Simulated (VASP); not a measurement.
Set up this calculation in VASP 6.6.1, as the native input.

| Quantity | Value |
| --- | --- |
| Task | single point |
| Functional | r2SCAN |
| Potentials or basis | VASP PAW PBE potentials, release 64 (Sn_d, O) |
| Cutoff | 520 eV |
| k mesh | 7 × 7 × 6 |
| Occupations | fermi-dirac, width 0.05 eV |
| Spin | non-collinear spin, zero start, spin-orbit coupling |
| Starting moments | [[0.0, 0.0, 0.0], [0.0, 0.0, 0.0], [0.0, 0.0, 0.0], [0.0, 0.0, 0.0]] μB |
| Dipole correction | no |
| Further INCAR settings | ALGO = Normal; EDIFF = 1e-07; NBANDS = 54 |

The system is SnO.

```
CELL_PARAMETERS angstrom
3.81370 0.00000 0.00000
0.00000 3.81370 0.00000
0.00000 0.00000 4.88691
ATOMIC_POSITIONS crystal
Sn 0.50000 0.00000 0.76463
Sn 0.00000 0.50000 0.23537
O 0.00000 0.00000 0.00000
O 0.50000 0.50000 0.00000
```

These files were run (other wordings do the same):

POSCAR

```
SnO
1.0
    3.8136952200      0.0000000000      0.0000000000
    0.0000000000      3.8136952200      0.0000000000
    0.0000000000      0.0000000000      4.8869133000
Sn O
2 2
Direct
    0.5000000000      0.0000000000      0.7646261400
    0.0000000000      0.5000000000      0.2353738600
    0.0000000000      0.0000000000      0.0000000000
    0.5000000000      0.5000000000      0.0000000000
```

INCAR.step1

```
SYSTEM = SnO
  PREC = Accurate
  ENCUT = 520
  ISMEAR = -1
  SIGMA = 0.05
  LREAL = .FALSE.
  LASPH = .TRUE.
  NELM = 150
  LNONCOLLINEAR = .TRUE.
  MAGMOM = 0 0 0 0 0 0 0 0 0 0 0 0
  LSORBIT = .TRUE.
  GGA_COMPAT = .FALSE.
  NBANDS = 54
  GGA = PE
  ALGO = Normal
  EDIFF = 1E-4
  LWAVE = .TRUE.
  LCHARG = .FALSE.
```

INCAR.step2

```
SYSTEM = SnO
  PREC = Accurate
  ENCUT = 520
  EDIFF = 1E-7
  ISMEAR = -1
  SIGMA = 0.05
  LREAL = .FALSE.
  LASPH = .TRUE.
  NELM = 150
  ALGO = Normal
  ISIF = 2
  LWAVE = .FALSE.
  LCHARG = .TRUE.
  LNONCOLLINEAR = .TRUE.
  MAGMOM = 0 0 0 0 0 0 0 0 0 0 0 0
  LORBIT = 11
  LSORBIT = .TRUE.
  GGA_COMPAT = .FALSE.
  LORBMOM = .TRUE.
  METAGGA = R2SCAN
  LMIXTAU = .TRUE.
  LVHAR = .TRUE.
  NBANDS = 54
  ISTART = 1
```

KPOINTS

```
regular mesh
0
G
  7 7 6
  0 0 0
```

Potentials or basis: VASP PAW PBE potentials, release 64 (Sn_d, O).

Command:

```console
$ cat potpaw_PBE.64/Sn_d/POTCAR potpaw_PBE.64/O/POTCAR > POTCAR
$ cp INCAR.step1 INCAR
$ mpirun -np 1 vasp_ncl > vasp.out
$ cp INCAR.step2 INCAR
$ mpirun -np 1 vasp_ncl > vasp.out
```

It gave:

| Item | Value |
| --- | --- |
| Pressure | 0.1 GPa |
| Largest force | 0.017 eV/Å |
| Net moment | 0.00 μB per cell |
| Valence electrons inside the program's atomic spheres | Sn 12.11; O 5.05 |

Caveat: the PAW data sets were made with another functional, which shifts forces and pressure a little.

Wall time 37 min on 1 thread of Oxide Virtual Turin-like Processor, on a shared host, peak memory 0.44 GiB.
